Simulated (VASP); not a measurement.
A run of VASP 6.6.1:

Contents of INCAR:

```
SYSTEM = Ta3Cu
PREC = Accurate ; ENCUT = 520
EDIFF = 1E-6 ; ISMEAR = -1
SIGMA = 0.05 ; LREAL = .FALSE.
LASPH = .TRUE. ; NELM = 60
ALGO = Normal ; ISIF = 2
LWAVE = .FALSE. ; LCHARG = .TRUE.
GGA = PE ; LELF = .TRUE.
LVHAR = .TRUE. ; NBANDS = 30
```

File KPOINTS:

```
regular mesh
0
G
  7 7 7
  0 0 0
```

The input POSCAR:

```
Ta3Cu
1.0
   -2.0065070000      2.0065070000      4.2081700000
    2.0065070000     -2.0065070000      4.2081700000
    2.0065070000      2.0065070000     -4.2081700000
Ta Cu
3 1
Direct
    0.5000000000      0.5000000000      0.0000000000
    0.2500000000      0.7500000000      0.5000000000
    0.7500000000      0.2500000000      0.5000000000
    0.0000000000      0.0000000000      0.0000000000
```

Potentials or basis: VASP PAW PBE potentials, release 64 (Ta_pv, Cu).

The run is started by

```sh
$ cat potpaw_PBE.64/Ta_pv/POTCAR potpaw_PBE.64/Cu/POTCAR > POTCAR
$ mpirun -np 1 vasp_std > vasp.out
```

Hardware: 1 thread of Intel Xeon 8259CL, on a shared host.

Q: Estimate the wall time of this run.

A: It took 3.4 min on 1 thread of Intel Xeon 8259CL, on a shared host, peak memory 0.28 GiB. Counts: scf iterations 21, k points 40.
